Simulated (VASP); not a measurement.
# GaP (F-43m) in VASP: further runs

GaP is run at these levels: PBE+D3(BJ); tasks: single point.

Everything below comes from runs of VASP 6.6.1. Logs are shortened: lines on timing, memory, paths and dates and some standing lists are left out, and cuts for length are marked.

**The experiment to reproduce.**

From “Stacking defects in GaP nanowires: Electronic structure and optical properties”, 2018, arxiv:1810.01194, for a bulk crystal of GaP at 10 K: band gap 2.34 eV (indirect).

How close the calculation comes is told below.

## Step 1: The cell of the first run

Symmetry: F-43m, No. 216, cubic system. Conventional cell: a = 5.451 Å, b = 5.451 Å, c = 5.451 Å, α = 90.00°, β = 90.00°, γ = 90.00°. Within 3.1 Å of Ga (site symmetry -43m) lie 4 P at 2.36 Å. Within 3.1 Å of P (site symmetry -43m) lie 4 Ga at 2.36 Å.

## Step 2: Single point, PBE+D3(BJ)

INCAR reads:

```
PREC = Accurate
ENCUT = 500
EDIFF = 1E-6
ISMEAR = 0
SIGMA = 0.1
LREAL = False
LASPH = True
NELM = 120
ALGO = Normal
ISIF = 2
LWAVE = False
LCHARG = True
GGA = PE
IVDW = 12
LELF = True
LVHAR = True
NBANDS = 16
GGA_COMPAT = False
```

KPOINTS reads:

```
Automatic mesh
0
Gamma
  6 6 6
```

POSCAR reads:

```
GaP
1.0
    0.0000000000      2.7252500000      2.7252500000
    2.7252500000      0.0000000000      2.7252500000
    2.7252500000      2.7252500000      0.0000000000
Ga P
1 1
Direct
    0.0000000000      0.0000000000      0.0000000000
    0.2500000000      0.2500000000      0.2500000000
```

Potentials or basis: VASP PAW PBE potentials, release 64 (Ga_d, P).

Launch:

```bash
cat potpaw_PBE.64/Ga_d/POTCAR potpaw_PBE.64/P/POTCAR > POTCAR
mpirun -np 1 vasp_std > vasp.out
```

OUTCAR:

```text
PREC = Accurate
   ENCUT = 500
   EDIFF = 1E-6
   ISMEAR = 0
   LREAL = False
   LASPH = True
   NELM = 120
   ISIF = 2
   GGA = PE
   IVDW = 12
 IVDW          = 12

 ion  position               nearest neighbor table
   1  0.000  0.000  0.000-   2 2.36   2 2.36   2 2.36   2 2.36
   2  0.250  0.250  0.250-   1 2.36   1 2.36   1 2.36   1 2.36

  LATTYP: Found a face centered cubic cell.
 ALAT       =     5.4505000000

  Lattice vectors:

 A1 = (   0.0000000000,   2.7252500000,   2.7252500000)
 A2 = (   2.7252500000,   0.0000000000,   2.7252500000)
 A3 = (   2.7252500000,   2.7252500000,   0.0000000000)

Analysis of symmetry for initial positions (statically):
=====================================================================
 Subroutine PRICEL returns:
 Original cell was already a primitive cell.

 Routine SETGRP: Setting up the symmetry group for a
 face centered cubic supercell.

 Subroutine GETGRP returns: Found 24 space group operations
 (whereof 24 operations were pure point group operations)
 out of a pool of 48 trial point group operations.

The static configuration has the point symmetry T_d .

Analysis of symmetry for dynamics (positions and initial velocities):
=====================================================================
 Subroutine PRICEL returns:
 Original cell was already a primitive cell.

 Routine SETGRP: Setting up the symmetry group for a
 face centered cubic supercell.

 Subroutine GETGRP returns: Found 24 space group operations
 (whereof 24 operations were pure point group operations)
 out of a pool of 48 trial point group operations.

The dynamic configuration has the point symmetry T_d .

 Subroutine INISYM returns: Found 24 space group operations
 (whereof 24 operations are pure point group operations),
 and found     1 'primitive' translations

----------------------------------------------------------------------------------------

                                     Primitive cell

  volume of cell :      40.4808

  direct lattice vectors                    reciprocal lattice vectors
     0.000000000  2.725250000  2.725250000    -0.183469406  0.183469406  0.183469406
     2.725250000  0.000000000  2.725250000     0.183469406 -0.183469406  0.183469406
     2.725250000  2.725250000  0.000000000     0.183469406  0.183469406 -0.183469406

  length of vectors
     3.854085511  3.854085511  3.854085511     0.317778334  0.317778334  0.317778334

  position of ions in fractional coordinates (direct lattice)
     0.000000000  0.000000000  0.000000000
     0.250000000  0.250000000  0.250000000

  ion indices of the primitive-cell ions
   primitive index   ion index
                 1           1
                 2           2

----------------------------------------------------------------------------------------

 KPOINTS: Automatic mesh

Automatic generation of k-mesh.
 Grid dimensions read from file:
 generate k-points for:    6    6    6

 Generating k-lattice:

  Cartesian coordinates                     Fractional coordinates (reciprocal lattice)
    -0.030578234  0.030578234  0.030578234     0.166666667  0.000000000  0.000000000
     0.030578234 -0.030578234  0.030578234     0.000000000  0.166666667  0.000000000
     0.030578234  0.030578234 -0.030578234     0.000000000  0.000000000  0.166666667

  Length of vectors
     0.052963056  0.052963056  0.052963056

  Shift w.r.t. Gamma in fractional coordinates (k-lattice)
     0.000000000  0.000000000  0.000000000

 Subroutine IBZKPT returns following result:
 ===========================================

 Found     16 irreducible k-points:

 Following reciprocal coordinates:
            Coordinates               Weight
  0.000000  0.000000  0.000000      1.000000
  0.166667  0.000000  0.000000      8.000000
  0.333333  0.000000  0.000000      8.000000
  0.500000  0.000000  0.000000      4.000000
  0.166667  0.166667  0.000000      6.000000
  0.333333  0.166667  0.000000     24.000000
[... 8 lines left out ...]
 -0.333333  0.333333  0.166667     24.000000
 -0.333333  0.500000  0.166667     12.000000
   k-points           NKPTS =     16   k-points in BZ     NKDIM =     16   number of bands    NBANDS=     16
   number of dos      NEDOS =    301   number of ions     NIONS =      2
   total plane-waves  NPLWV =  21952
   dimension x,y,z NGX =    28 NGY =   28 NGZ =   28
   dimension x,y,z NGXF=    56 NGYF=   56 NGZF=   56
   ions per type =               1   1
   NGX,Y,Z   is equivalent  to a cutoff of  12.08, 12.08, 12.08 a.u.
   NGXF,Y,Z  is equivalent  to a cutoff of  24.16, 24.16, 24.16 a.u.
 SYSTEM =  unknown system
   PREC   = accura    normal or accurate (medium, high low for compatibility)
   ISTART =      0    job   : 0-new  1-cont  2-samecut
   ICHARG =      2    charge: 1-file 2-atom 10-const
   ISPIN  =      1    spin polarized calculation?
   LNONCOLLINEAR =      F non collinear calculations
   LSORBIT =      F    spin-orbit coupling
   LASPH  =      T    aspherical Exc in radial PAW
   ENCUT  =  500.0 eV  36.75 Ry    6.06 a.u.   7.03  7.03  7.03*2*pi/ulx,y,z
   NELM   =    120;   NELMIN=  2; NELMDL= -5     # of ELM steps
   EDIFF  = 0.1E-05   stopping-criterion for ELM
   LREAL  =      F    real-space projection
   EDIFFG = 0.1E-04   stopping-criterion for IOM
   NSW    =      0    number of steps for IOM
   IBRION =     -1    ionic relax: 0-MD 1-quasi-New 2-CG
   NFREE  =      0    steps in history (QN), initial steepest desc. (CG)
   ISIF   =      2    stress and relaxation
   ISYM   =      2    0-nonsym 1-usesym 2-fastsym
   POTIM  = 0.5000    time-step for ionic-motion
   TEBEG  =    0.0;   TEEND  =   0.0 temperature during run
   PSTRESS=    0.0 pullay stress
   NELECT =      18.0000    total number of electrons
   NUPDOWN=      -1.0000    fix difference up-down
   EMIN   =  10.00;   EMAX   =-10.00  energy-range for DOS
   EFERMI =   0.00;   METHOD = LEGACY
   ISMEAR =     0;   SIGMA  =   0.10  broadening in eV -4-tet -1-fermi 0-gaus
   EFERMI_NEDOS =   21; number of points for ismear=-14 and -15
   IALGO  =     38    algorithm
   IMIX   =      4    mixing-type and parameters
     AMIX     =   0.40;   BMIX     =  1.00
     AMIX_MAG =   1.60;   BMIX_MAG =  1.00
  volume/ion in A,a.u.               =      20.24       136.59
  Fermi-wavevector in a.u.,A,eV,Ry     =   1.249538  2.361284 21.243377  1.561344
  Thomas-Fermi vector in A             =   2.383574
   LORBIT       =      0    0 simple, 1 ext, 2 COOP (PROOUT), +10 PAW based schemes
   GGA     = PE    functional components
   LHFCALC =     F    Hartree Fock is set to
   AEXX    =    0.0000 exact exchange contribution
   IVDW    =    12    specifies the selected vdW correction
   LEPSILON=     F    determine dielectric tensor
   LRPA    =     F    only Hartree local field effects (RPA)
 non-spin polarized calculation
 Gauss-broadening in eV      SIGMA  =   0.10
  energy-cutoff  :      500.00
  volume of cell :       40.48
 maximum number of plane-waves:      1056
   NGX = 13   NGY = 13   NGZ = 13

 number of electron      18.0000016 magnetization

 Free energy of the ion-electron system (eV)
  ---------------------------------------------------
  ext. energy  EPLUGINS =         0.00000000
  ---------------------------------------------------
  free energy    TOTEN  =        -9.10227132 eV

  energy without entropy =       -9.10227132  energy(sigma->0) =       -9.10227132

 E-fermi :   5.0698     XC(G=0):  -9.8301

 val. band max:        4.6587766139   @ k =   0.0000   0.0000   0.0000
 cond. band min:       6.3097571075   @ k =   0.5000   0.5000   0.0000
 fundamental gap:      1.6509804936
 Fermi energy:         5.0697524566

 k-point     1 :       0.0000    0.0000    0.0000
  band No.  band energies     occupation
      1      -9.8992      2.00000
      2      -9.8992      2.00000
      3      -9.8992      2.00000
      4      -9.7997      2.00000
      5      -9.7997      2.00000
      6      -7.8342      2.00000
[... 8 lines left out ...]
     15      14.4429      0.00000
     16      14.4429      0.00000

 k-point     2 :       0.1667    0.0000    0.0000
  band No.  band energies     occupation
      1      -9.9220      2.00000
      2      -9.8914      2.00000
      3      -9.8914      2.00000
      4      -9.7996      2.00000
      5      -9.7996      2.00000
      6      -7.4781      2.00000
[... 8 lines left out ...]
     15      13.6239      0.00000
     16      14.7136      0.00000

 k-point     3 :       0.3333    0.0000    0.0000
  band No.  band energies     occupation
      1      -9.9623      2.00000
      2      -9.8788      2.00000
      3      -9.8788      2.00000
      4      -9.7961      2.00000
      5      -9.7961      2.00000
      6      -6.5308      2.00000
[... 8 lines left out ...]
     15      14.3034      0.00000
     16      14.3582      0.00000

 k-point     4 :       0.5000    0.0000    0.0000
  band No.  band energies     occupation
      1      -9.9805      2.00000
      2      -9.8745      2.00000
      3      -9.8745      2.00000
      4      -9.7923      2.00000
      5      -9.7923      2.00000
      6      -5.7675      2.00000
[... 8 lines left out ...]
     15      16.3436      0.00000
     16      16.3436      0.00000
[... 172 lines left out ...]
 k-point    14 :       0.5000    0.3333    0.1667
  band No.  band energies     occupation
      1      -9.9857      2.00000
      2      -9.8649      2.00000
      3      -9.8538      2.00000
      4      -9.8138      2.00000
      5      -9.7888      2.00000
      6      -5.7549      2.00000
[... 8 lines left out ...]
     15      16.4780      0.00000
     16      17.9280      0.00000

 k-point    15 :      -0.3333    0.3333    0.1667
  band No.  band energies     occupation
      1      -9.9918      2.00000
      2      -9.8648      2.00000
      3      -9.8471      2.00000
      4      -9.8104      2.00000
      5      -9.7920      2.00000
      6      -5.1027      2.00000
[... 8 lines left out ...]
     15      17.1315      0.00000
     16      17.4370      0.00000

 k-point    16 :      -0.3333    0.5000    0.1667
  band No.  band energies     occupation
      1     -10.0027      2.00000
      2      -9.8535      2.00000
      3      -9.8391      2.00000
      4      -9.8202      2.00000
      5      -9.7865      2.00000
      6      -4.7986      2.00000
[... 8 lines left out ...]
     15      16.5627      0.00000
     16      18.2634      0.00000

------------------------ aborting loop because EDIFF is reached ----------------------------------------

 Edisp (eV)   -0.63299

 E8    (eV) :    -0.2684

  FORCE on cell =-STRESS in cart. coord.  units (eV):
  Direction    XX          YY          ZZ          XY          YZ          ZX
  --------------------------------------------------------------------------------------
  -------------------------------------------------------------------------------------
  Total      -0.07034    -0.07034    -0.07034    -0.00000    -0.00000    -0.00000
  in kB      -2.78408    -2.78408    -2.78408    -0.00000    -0.00000    -0.00000
  external pressure =       -2.78 kB  Pullay stress =        0.00 kB

 VOLUME and BASIS-vectors are now :
 -----------------------------------------------------------------------------
  energy-cutoff  :      500.00
  volume of cell :       40.48
      direct lattice vectors                 reciprocal lattice vectors
     0.000000000  2.725250000  2.725250000    -0.183469406  0.183469406  0.183469406
     2.725250000  0.000000000  2.725250000     0.183469406 -0.183469406  0.183469406
     2.725250000  2.725250000  0.000000000     0.183469406  0.183469406 -0.183469406

 POSITION                                       TOTAL-FORCE (eV/Angst)
 -----------------------------------------------------------------------------------
      0.00000      0.00000      0.00000        -0.000000     -0.000000     -0.000000
      1.36262      1.36262      1.36262         0.000000      0.000000      0.000000
 -----------------------------------------------------------------------------------
    total drift:                                0.000001      0.000001      0.000001

  FREE ENERGIE OF THE ION-ELECTRON SYSTEM (eV)
  ---------------------------------------------------
  free  energy   TOTEN  =        -9.7352635952 eV

  energy  without entropy=       -9.7352635952  energy(sigma->0) =       -9.73526360
```

Run time: 14 s. Hardware: 1 thread of Intel Xeon 8259CL, shared host; peak memory 0.16 GiB.

Results:

```yaml
Free_energy: -9.7353 eV
Pressure: -0.3 GPa
Band_gap_on_the_k_mesh: 1.65 eV (least direct gap 1.82 eV)
Dispersion_energy_per_atom: -0.316 eV
```

## Step 3: Single point, PBE+D3(BJ) (18.37 Å³/atom)

This run uses another cell than the first one, of 18.37 Å³/atom.

INCAR reads:

```
PREC = Accurate
ENCUT = 500
EDIFF = 1E-6
ISMEAR = 0
SIGMA = 0.02
LREAL = False
LASPH = True
NELM = 120
ALGO = Normal
ISIF = 2
LWAVE = False
LCHARG = False
GGA = PE
IVDW = 12
NBANDS = 16
GGA_COMPAT = False
```

KPOINTS reads:

```
Automatic mesh
0
Gamma
  8 8 8
```

POSCAR reads:

```
GaP
1.0
    0.0000000000      2.6386488429      2.6386488429
    2.6386488429      0.0000000000      2.6386488429
    2.6386488429      2.6386488429      0.0000000000
Ga P
1 1
Direct
    0.0000000000      0.0000000000      0.0000000000
    0.2500000000      0.2500000000      0.2500000000
```

Potentials or basis: VASP PAW PBE potentials, release 64 (Ga_d, P).

Launch:

```bash
cat potpaw_PBE.64/Ga_d/POTCAR potpaw_PBE.64/P/POTCAR > POTCAR
mpirun -np 1 vasp_std > vasp.out
```

Wall time 27 s (1 thread of Intel Xeon 8259CL, shared host); peak memory 0.17 GiB.

It converged, with:

| Quantity | Value |
| --- | --- |
| Free energy | -9.6486 eV |
| Pressure | 9.6 GPa |
| Band gap on the k mesh | 1.43 eV (least direct gap 2.65 eV) |
| Dispersion energy per atom | -0.351 eV |

Levels at points of the mesh, in eV from the valence-band top:
```csv
k point,band 6,band 7,band 8,band 9,band 10,band 11,band 12,band 13
"(0.00, 0.00, 0.00)",-13.27,0.00,0.00,0.00,2.65,3.85,3.85,3.85
"(0.50, 0.00, 0.00)",-10.86,-7.23,-1.27,-1.27,1.97,4.67,4.67,8.44
"(0.50, 0.50, 0.00)",-9.83,-7.24,-3.04,-3.04,1.43,1.70,11.32,11.32
```

Caveat: the cell stands under pressure. A k mesh can miss the band edges.

## Step 4: Single point, PBE+D3(BJ) (18.98 Å³/atom)

This run uses another cell than the first one, of 18.98 Å³/atom.

INCAR reads:

```
  ALGO = Normal
  EDIFF = 1E-6
  ENCUT = 500
  GGA = PE
  GGA_COMPAT = False
  ISIF = 2
  ISMEAR = 0
  IVDW = 12
  LASPH = True
  LCHARG = False
  LREAL = False
  LWAVE = False
  NBANDS = 16
  NELM = 120
  PREC = Accurate
  SIGMA = 0.02
```

KPOINTS reads:

```
k-points
0
Gamma
  8 8 8
```

POSCAR reads:

```
GaP
1.0
    0.0000000000      2.6673320558      2.6673320558
    2.6673320558      0.0000000000      2.6673320558
    2.6673320558      2.6673320558      0.0000000000
Ga P
1 1
Direct
    0.0000000000      0.0000000000      0.0000000000
    0.2500000000      0.2500000000      0.2500000000
```

Launch:

```bash
cat potpaw_PBE.64/Ga_d/POTCAR potpaw_PBE.64/P/POTCAR > POTCAR
mpirun -np 1 vasp_std > vasp.out
```

It took 29 s on 1 thread of Intel Xeon 8259CL, shared host; peak memory 0.17 GiB.

It converged, with:

```
Free energy                : -9.7070 eV
Pressure                   : 5.8 GPa
Band gap on the k mesh     : 1.51 eV (least direct gap 2.37 eV)
Dispersion energy per atom : -0.339 eV
```

Levels at points of the mesh, in eV from the valence-band top:
```
           k point  band 6  band 7  band 8  band 9  band 10  band 11  band 12  band 13
(0.00, 0.00, 0.00)  -13.00    0.00    0.00    0.00     2.37     3.86     3.86     3.86
(0.50, 0.00, 0.00)  -10.71   -7.02   -1.22   -1.22     1.87     4.70     4.70     8.39
(0.50, 0.50, 0.00)   -9.72   -7.07   -2.92   -2.92     1.51     1.75    11.08    11.08
```

Caveat: the cell stands under pressure.

## Step 5: Summary

```csv
cell,k mesh,smearing,gap on the mesh (eV),pressure (GPa)
"a = 3.854 Å, angles 60.0°, 2 atoms",6 × 6 × 6,gaussian 0.1 eV,1.65,-0.3
"a = 3.732 Å, angles 60.0°, 2 atoms",8 × 8 × 8,gaussian 0.02 eV,1.43,9.6
"a = 3.772 Å, angles 60.0°, 2 atoms",8 × 8 × 8,gaussian 0.02 eV,1.51,5.8
```

Alike in all rows: task single point; level PBE+D3(BJ); potentials or basis VASP PAW PBE potentials, release 64 (Ga_d, P); no spin polarisation; cutoff (eV) 500.

Caveats: the cell stands under pressure (at least some runs).

Total energies depend on the potentials used, so only differences within one code and one set of settings carry meaning.

## Step 6: How close it comes

Step 2. Measured gap of GaP: 2.34 eV (indirect; 10 K; quoted in “Stacking defects in GaP nanowires: Electronic structure and optical properties”, 2018, arxiv:1810.01194). This calculation gives 1.65 eV (-0.69 eV). Spin-orbit coupling on Ga is left out. The value is that of PBE+D3(BJ) on a finite k mesh, which can miss the band edges, without temperature or zero-point motion. Semilocal functionals fall short of measured gaps as a rule.
